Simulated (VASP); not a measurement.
# Tl (P6_3/mmc) in VASP: a series of runs, part 2 of 2

VASP 6.6.1.

### Step 3. Single point, LDA (volume scaled by 0.96)

File INCAR:

```
SYSTEM = Tl
ALGO = Normal
EDIFF = 1E-6
ENCUT = 520
GGA = CA
ISIF = 2
ISMEAR = -1
LASPH = .TRUE.
LCHARG = .FALSE.
LREAL = .FALSE.
LWAVE = .FALSE.
NBANDS = 20
NELM = 60
PREC = Accurate
SIGMA = 0.05
```

File KPOINTS:

```
k-points
0
G
  11 11 6
  0 0 0
```

File POSCAR:

```
Tl
1.0
    3.4092899503      0.0000000000      0.0000000000
   -1.7046449752      2.9525317058      0.0000000000
    0.0000000000      0.0000000000      5.4503286843
Tl
2
Direct
    0.3333333333      0.6666666667      0.2500000000
    0.6666666667      0.3333333333      0.7500000000
```

Potentials or basis: VASP PAW LDA potentials, release 64 (Tl_d).

Command:

```console
cat potpaw_LDA.64/Tl_d/POTCAR > POTCAR
mpirun -np 1 vasp_std > vasp.out
```

OUTCAR:

```text
SYSTEM = Tl
   EDIFF = 1E-6
   ENCUT = 520
   GGA = CA
   ISIF = 2
   ISMEAR = -1
   LASPH = .TRUE.
   LREAL = .FALSE.
   NELM = 60
   PREC = Accurate

 ion  position               nearest neighbor table
   1  0.333  0.667  0.250-   2 3.36   2 3.36   2 3.36   2 3.36   2 3.36   2 3.36
   2  0.667  0.333  0.750-   1 3.36   1 3.36   1 3.36   1 3.36   1 3.36   1 3.36

  LATTYP: Found a hexagonal cell.
 ALAT       =     3.4092899503
 C/A-ratio  =     1.5986697417

  Lattice vectors:

 A1 = (   3.4092899503,   0.0000000000,   0.0000000000)
 A2 = (  -1.7046449752,   2.9525317058,   0.0000000000)
 A3 = (   0.0000000000,   0.0000000000,   5.4503286843)

Analysis of symmetry for initial positions (statically):
=====================================================================
 Subroutine PRICEL returns:
 Original cell was already a primitive cell.

 Routine SETGRP: Setting up the symmetry group for a
 hexagonal supercell.

 Subroutine GETGRP returns: Found 24 space group operations
 (whereof 12 operations were pure point group operations)
 out of a pool of 24 trial point group operations.

The static configuration has the point symmetry D_3d.
 The point group associated with its full space group is D_6h.

Analysis of symmetry for dynamics (positions and initial velocities):
=====================================================================
 Subroutine PRICEL returns:
 Original cell was already a primitive cell.

 Routine SETGRP: Setting up the symmetry group for a
 hexagonal supercell.

 Subroutine GETGRP returns: Found 24 space group operations
 (whereof 12 operations were pure point group operations)
 out of a pool of 24 trial point group operations.

The dynamic configuration has the point symmetry D_3d.
 The point group associated with its full space group is D_6h.

 Subroutine INISYM returns: Found 24 space group operations
 (whereof 12 operations are pure point group operations),
 and found     1 'primitive' translations

----------------------------------------------------------------------------------------

                                     Primitive cell

  volume of cell :      54.8632

  direct lattice vectors                    reciprocal lattice vectors
     3.409289950  0.000000000  0.000000000     0.293316208  0.169346192  0.000000000
    -1.704644975  2.952531706  0.000000000     0.000000000  0.338692383  0.000000000
     0.000000000  0.000000000  5.450328684     0.000000000  0.000000000  0.183475173

  length of vectors
     3.409289950  3.409289950  5.450328684     0.338692383  0.338692383  0.183475173

  position of ions in fractional coordinates (direct lattice)
     0.333333333  0.666666667  0.250000000
     0.666666667  0.333333333  0.750000000

  ion indices of the primitive-cell ions
   primitive index   ion index
                 1           1
                 2           2

----------------------------------------------------------------------------------------

 KPOINTS: k-points

Automatic generation of k-mesh.
 Grid dimensions read from file:
 generate k-points for:   11   11    6

 Generating k-lattice:

  Cartesian coordinates                     Fractional coordinates (reciprocal lattice)
     0.026665110  0.015395108  0.000000000     0.090909091 -0.000000000  0.000000000
     0.000000000  0.030790217  0.000000000     0.000000000  0.090909091  0.000000000
     0.000000000  0.000000000  0.030579196     0.000000000  0.000000000  0.166666667

  Length of vectors
     0.030790217  0.030790217  0.030579196

  Shift w.r.t. Gamma in fractional coordinates (k-lattice)
     0.000000000  0.000000000  0.000000000

 Subroutine IBZKPT returns following result:
 ===========================================

 Found     64 irreducible k-points:

 Following reciprocal coordinates:
            Coordinates               Weight
  0.000000  0.000000  0.000000      1.000000
  0.090909  0.000000  0.000000      6.000000
  0.181818 -0.000000  0.000000      6.000000
  0.272727  0.000000  0.000000      6.000000
  0.363636 -0.000000  0.000000      6.000000
  0.454545 -0.000000  0.000000      6.000000
[... 16 lines left out ...]
  0.090909  0.090909  0.166667     12.000000
  0.181818  0.090909  0.166667     24.000000
 [... further k-points ...]
   k-points           NKPTS =     64   k-points in BZ     NKDIM =     64   number of bands    NBANDS=     20
   number of dos      NEDOS =    301   number of ions     NIONS =      2
   total plane-waves  NPLWV =  32928
   dimension x,y,z NGX =    28 NGY =   28 NGZ =   42
   dimension x,y,z NGXF=    56 NGYF=   56 NGZF=   84
   ions per type =               2
   NGX,Y,Z   is equivalent  to a cutoff of  13.65, 13.65, 12.81 a.u.
   NGXF,Y,Z  is equivalent  to a cutoff of  27.31, 27.31, 25.62 a.u.
 SYSTEM =  Tl
   PREC   = accura    normal or accurate (medium, high low for compatibility)
   ISTART =      0    job   : 0-new  1-cont  2-samecut
   ICHARG =      2    charge: 1-file 2-atom 10-const
   ISPIN  =      1    spin polarized calculation?
   LNONCOLLINEAR =      F non collinear calculations
   LSORBIT =      F    spin-orbit coupling
   LASPH  =      T    aspherical Exc in radial PAW
   ENCUT  =  520.0 eV  38.22 Ry    6.18 a.u.   6.34  6.34 10.13*2*pi/ulx,y,z
   NELM   =     60;   NELMIN=  2; NELMDL= -5     # of ELM steps
   EDIFF  = 0.1E-05   stopping-criterion for ELM
   LREAL  =      F    real-space projection
[... 7 lines left out ...]
   TEBEG  =    0.0;   TEEND  =   0.0 temperature during run
   PSTRESS=    0.0 pullay stress
   NELECT =      26.0000    total number of electrons
   NUPDOWN=      -1.0000    fix difference up-down
   EMIN   =  10.00;   EMAX   =-10.00  energy-range for DOS
   EFERMI =   0.00;   METHOD = LEGACY
   ISMEAR =    -1;   SIGMA  =   0.05  broadening in eV -4-tet -1-fermi 0-gaus
   EFERMI_NEDOS =   21; number of points for ismear=-14 and -15
   IALGO  =     38    algorithm
   IMIX   =      4    mixing-type and parameters
     AMIX     =   0.40;   BMIX     =  1.00
     AMIX_MAG =   1.60;   BMIX_MAG =  1.00
  volume/ion in A,a.u.               =      27.43       185.12
  Fermi-wavevector in a.u.,A,eV,Ry     =   1.276357  2.411965 22.165082  1.629088
  Thomas-Fermi vector in A             =   2.409018
   LORBIT       =      0    0 simple, 1 ext, 2 COOP (PROOUT), +10 PAW based schemes
   GGA     = CA    functional components
   LHFCALC =     F    Hartree Fock is set to
   AEXX    =    0.0000 exact exchange contribution
   IVDW    =     0    specifies the selected vdW correction
   LEPSILON=     F    determine dielectric tensor
   LRPA    =     F    only Hartree local field effects (RPA)
 non-spin polarized calculation
  energy-cutoff  :      520.00
  volume of cell :       54.86
 maximum number of plane-waves:      1499
 NGX is ok and might be reduce to    28
   NGX = 13   NGY = 13   NGZ = 21

 number of electron      25.9999997 magnetization

 Free energy of the ion-electron system (eV)
  ---------------------------------------------------
  ext. energy  EPLUGINS =         0.00000000
  ---------------------------------------------------
  free energy    TOTEN  =        -5.87822198 eV

  energy without entropy =       -5.86907242  energy(sigma->0) =       -5.87364720

 E-fermi :   6.6914     XC(G=0): -10.7118

 val. band max:        6.6739153072   @ k =   0.3636  -0.0000   0.0000
 cond. band min:       6.7219059904   @ k =   0.2727   0.1818   0.5000
 fundamental gap:      0.0479906831
 Fermi energy:         6.6913911015

 k-point     1 :       0.0000    0.0000    0.0000
  band No.  band energies     occupation
      1      -5.1238      2.00000
      2      -4.8469      2.00000
      3      -4.8265      2.00000
      4      -4.8265      2.00000
      5      -4.7655      2.00000
      6      -4.7655      2.00000
[... 12 lines left out ...]
     19      17.8449      0.00000
     20      17.9551      0.00000

 k-point     2 :       0.0909    0.0000    0.0000
  band No.  band energies     occupation
      1      -5.0918      2.00000
      2      -4.8854      2.00000
      3      -4.7870      2.00000
      4      -4.7824      2.00000
      5      -4.7666      2.00000
      6      -4.7288      2.00000
[... 12 lines left out ...]
     19      17.8846      0.00000
     20      18.5283      0.00000
[... 465 lines left out ...]
      3      -4.8337      2.00000
      4      -4.7892      2.00000
      5      -4.7706      2.00000
      6      -4.7082      2.00000
[... 12 lines left out ...]
     19      17.2027      0.00000
     20      18.0654      0.00000

 k-point    24 :       0.1818    0.0909    0.1667
  band No.  band energies     occupation
      1      -5.0406      2.00000
      2      -4.9266      2.00000
      3      -4.8676      2.00000
      4      -4.7943      2.00000
      5      -4.7729      2.00000
      6      -4.6273      2.00000
[... 12 lines left out ...]
     19      17.0953      0.00000
     20      17.9572      0.00000

 [... further k-points ...]
[... 5 lines left out ...]
  --------------------------------------------------------------------------------------
  -------------------------------------------------------------------------------------
  Total       -0.1049670     -0.1049670      0.0170259      0.0000000      0.0000000      0.0000000
  in kB       -3.0653659     -3.0653659      0.4972102      0.0000000      0.0000000      0.0000000
  external PRESSURE =      -1.8778405 kB  Pullay stress =       0.0000000 kB

 VOLUME and BASIS-vectors are now :
 -----------------------------------------------------------------------------
  energy-cutoff  :      520.00
  volume of cell :       54.86
      direct lattice vectors                 reciprocal lattice vectors
     3.409289950  0.000000000  0.000000000     0.293316208  0.169346192  0.000000000
    -1.704644975  2.952531706  0.000000000     0.000000000  0.338692383  0.000000000
     0.000000000  0.000000000  5.450328684     0.000000000  0.000000000  0.183475173

 POSITION                                       TOTAL-FORCE (eV/Angst)
 -----------------------------------------------------------------------------------
     -0.00000      1.96835      1.36258        -0.000000      0.000000      0.000000
      1.70464      0.98418      4.08775         0.000000     -0.000000      0.000000
 -----------------------------------------------------------------------------------
    total drift:                               -0.000000      0.000000      0.000000

  FREE ENERGIE OF THE ION-ELECTRON SYSTEM (eV)
  ---------------------------------------------------
  free  energy   TOTEN  =        -5.8782219798 eV

  energy  without entropy=       -5.8690724163  energy(sigma->0) =       -5.87364720
```

OSZICAR:

```text
N       E                     dE             d eps       ncg     rms          rms(c)
DAV:   1     0.132827311215E+03    0.13283E+03   -0.14266E+04  2576   0.123E+03
DAV:   2    -0.339533799315E+01   -0.13622E+03   -0.13349E+03  2844   0.281E+02
DAV:   3    -0.593587426500E+01   -0.25405E+01   -0.25338E+01  2952   0.341E+01
DAV:   4    -0.595055990276E+01   -0.14686E-01   -0.14685E-01  2748   0.282E+00
DAV:   5    -0.595075558316E+01   -0.19568E-03   -0.19568E-03  2880   0.324E-01    0.359E+00
DAV:   6    -0.589070357753E+01    0.60052E-01   -0.98004E-02  2692   0.246E+00    0.248E+00
DAV:   7    -0.587936153016E+01    0.11342E-01   -0.41769E-02  2724   0.158E+00    0.768E-01
DAV:   8    -0.587821972811E+01    0.11418E-02   -0.39715E-03  2680   0.494E-01    0.409E-02
DAV:   9    -0.587822260503E+01   -0.28769E-05   -0.19655E-05  2864   0.373E-02    0.800E-03
DAV:  10    -0.587822197981E+01    0.62522E-06   -0.10390E-06  1640   0.853E-03
   1 F= -.58782220E+01 E0= -.58736472E+01  d E =-.914956E-02
```

stdout:

```text
POSCAR found type information on POSCAR Tl
 POSCAR found :  1 types and       2 ions
 scaLAPACK will be used
 LDA part: xc-table for (Slater(with rela. corr.)+CA(PZ))
 , standard interpolation
 POSCAR, INCAR and KPOINTS ok, starting setup
 FFT: planning ... GRIDC
 FFT: planning ... GRID_SOFT
 FFT: planning ... GRID
 WAVECAR not read
 entering main loop
```

Wall time 18 s (1 thread of Intel Xeon 6975P-C (Granite Rapids), shared host); peak memory 0.18 GiB.

What came out:

| Item | Value |
| --- | --- |
| Free energy | -5.8782 eV |
| Pressure | -0.2 GPa |
| Band gap on the k mesh | zero (band 13 reaches 10.40 eV, above the bottom of band 14 at 4.46 eV) |

Stress tensor (GPa, compression positive):
```
-0.31  0.00  0.00
 0.00 -0.31  0.00
 0.00  0.00  0.05
```

Caveat: spin-orbit coupling is left out, which moves the levels of the heavy elements.

### Step 4. Single point, LDA (volume scaled by 0.98)

File INCAR:

```
SYSTEM = Tl
PREC = Accurate
ENCUT = 520
EDIFF = 1E-7
ISMEAR = -1
SIGMA = 0.05
LREAL = .False.
LASPH = .True.
NELM = 80
ALGO = Normal
ISIF = 2
LWAVE = .False.
LCHARG = .False.
NBANDS = 20
```

File KPOINTS:

```
regular mesh
0
Gamma
  11 11 6
  0 0 0
```

File POSCAR:

```
Tl
1.0
    3.4328030378      0.0000000000      0.0000000000
   -1.7164015189      2.9728946369      0.0000000000
    0.0000000000      0.0000000000      5.4879183458
Tl
2
Direct
    0.3333333333      0.6666666667      0.2500000000
    0.6666666667      0.3333333333      0.7500000000
```

Command:

```console
cat potpaw_LDA.64/Tl_d/POTCAR > POTCAR
mpirun -np 1 vasp_std > vasp.out
```

Run time: 20 s. Hardware: 1 thread of Intel Xeon 6975P-C (Granite Rapids), shared host; peak memory 0.18 GiB.

Results (log left out):

```
Free energy            : -5.8744 eV
Pressure               : -1.0 GPa
Band gap on the k mesh : zero (band 13 reaches 10.08 eV, above the bottom of band 14 at 4.30 eV)
```

Stress tensor (GPa, compression positive):
```
-1.09  0.00  0.00
 0.00 -1.09  0.00
 0.00  0.00 -0.91
```

Levels at points of the mesh, in eV from the Fermi level:
```
           k point  band 10  band 11  band 12  band 13  band 14  band 15  band 16  band 17
(0.00, 0.00, 0.00)   -11.00   -10.16    -5.07    -2.89     8.10     8.10    10.24    10.24
(0.00, 0.00, 0.50)   -11.12    -8.69    -8.69     3.46     3.46     9.10     9.10     9.10
```

Caveat: spin-orbit coupling is left out, which moves the levels of the heavy elements.

### Step 5. Single point, LDA (volume scaled by 0.99)

File INCAR:

```
PREC = Accurate
ENCUT = 520
EDIFF = 1E-6
ISMEAR = -1
SIGMA = 0.05
LREAL = False
LASPH = True
NELM = 80
ALGO = Normal
ISIF = 2
LWAVE = False
LCHARG = True
GGA = CA
LELF = True
LVHAR = True
NBANDS = 20
```

File KPOINTS:

```
regular mesh
0
Gamma
  11 11 6
```

File POSCAR:

```
Tl
1.0
    3.4444397472      0.0000000000      0.0000000000
   -1.7222198737      2.9829723229      0.0000000000
    0.0000000000      0.0000000000      5.5065216011
Tl
2
Direct
    0.3333333333      0.6666666667      0.2500000000
    0.6666666667      0.3333333333      0.7500000000
```

Command:

```console
cat potpaw_LDA.64/Tl_d/POTCAR > POTCAR
mpirun -np 1 vasp_std > vasp.out
```

Run time: 19 s. Hardware: 1 thread of Intel Xeon 6975P-C (Granite Rapids), shared host; peak memory 0.18 GiB.

The run converged. Its results:

```
Free energy            : -5.8704 eV
Pressure               : -1.4 GPa
Band gap on the k mesh : zero (band 13 reaches 9.93 eV, above the bottom of band 14 at 4.22 eV)
```

Stress tensor (GPa, compression positive):
```
-1.40  0.00  0.00
 0.00 -1.40  0.00
 0.00  0.00 -1.31
```

Levels at points of the mesh, in eV from the Fermi level:
| k point | band 9 | band 10 | band 11 | band 12 | band 13 | band 14 | band 15 | band 16 | band 17 | band 18 |
| --- | --- | --- | --- | --- | --- | --- | --- | --- | --- | --- |
| (0.00, 0.00, 0.00) | -11.00 | -11.00 | -10.09 | -5.07 | -2.85 | 8.03 | 8.03 | 10.15 | 10.15 | 10.41 |
| (0.00, 0.00, 0.50) | -11.11 | -11.11 | -8.64 | -8.64 | 3.42 | 3.42 | 9.02 | 9.02 | 9.02 | 9.02 |

Caveat: spin-orbit coupling is left out, which moves the levels of the heavy elements.

### Step 6. Single point, LDA (volume scaled by 1.01)

File INCAR:

```
SYSTEM = Tl
PREC = Accurate
ENCUT = 520
EDIFF = 1E-6
ISMEAR = -1
SIGMA = 0.05
LREAL = .FALSE.
LASPH = .TRUE.
NELM = 100
ALGO = Normal
ISIF = 2
LWAVE = .FALSE.
LCHARG = .FALSE.
GGA = CA
NBANDS = 20
```

File KPOINTS:

```
Automatic mesh
0
G
  11 11 6
  0 0 0
```

File POSCAR:

```
Tl
1.0
    3.4674801630      0.0000000000      0.0000000000
   -1.7337400815      3.0029259083      0.0000000000
    0.0000000000      0.0000000000      5.5433556166
Tl
2
Direct
    0.3333333333      0.6666666667      0.2500000000
    0.6666666667      0.3333333333      0.7500000000
```

Potentials or basis: VASP PAW LDA potentials, release 64 (Tl_d).

Command:

```console
cat potpaw_LDA.64/Tl_d/POTCAR > POTCAR
mpirun -np 1 vasp_std > vasp.out
```

It took 18 s on 1 thread of Intel Xeon 6975P-C (Granite Rapids), shared host; peak memory 0.18 GiB.

The run converged. Its results:

| Item | Value |
| --- | --- |
| Free energy | -5.8587 eV |
| Pressure | -2.0 GPa |
| Band gap on the k mesh | zero (band 13 reaches 9.64 eV, above the bottom of band 14 at 4.07 eV) |

Stress tensor (GPa, compression positive):
```
-2.01  0.00  0.00
 0.00 -2.01  0.00
 0.00  0.00 -2.09
```

Levels at points of the mesh, in eV from the Fermi level:
```tsv
k point	band 9	band 10	band 11	band 12	band 13	band 14	band 15	band 16	band 17	band 18
(0.00, 0.00, 0.00)	-10.99	-10.99	-9.95	-5.08	-2.77	7.90	7.90	9.97	9.97	10.36
(0.00, 0.00, 0.50)	-11.10	-11.10	-8.53	-8.53	3.35	3.35	8.87	8.87	8.87	8.87
```

Caveat: spin-orbit coupling is left out, which moves the levels of the heavy elements.

### Step 7. The runs side by side

| cell | gap on the mesh (eV) | pressure (GPa) |
| --- | --- | --- |
| a = 3.385, b = 3.385, c = 5.412 Å, angles 90.0, 90.0, 120.0°, 2 atoms | none | 0.7 |
| a = 3.409, b = 3.409, c = 5.450 Å, angles 90.0, 90.0, 120.0°, 2 atoms | none | -0.2 |
| a = 3.433, b = 3.433, c = 5.488 Å, angles 90.0, 90.0, 120.0°, 2 atoms | none | -1.0 |
| a = 3.444, b = 3.444, c = 5.507 Å, angles 90.0, 90.0, 120.0°, 2 atoms | none | -1.4 |
| a = 3.467, b = 3.467, c = 5.543 Å, angles 90.0, 90.0, 120.0°, 2 atoms | none | -2.0 |

Alike in all rows: task single point; level LDA; potentials or basis VASP PAW LDA potentials, release 64 (Tl_d); no spin polarisation; k mesh 11 × 11 × 6; cutoff (eV) 520; smearing fermi-dirac 0.05 eV.

Caveats: spin-orbit coupling is left out, which moves the levels of the heavy elements.

Absolute energies hang on the potentials; compare differences alone.
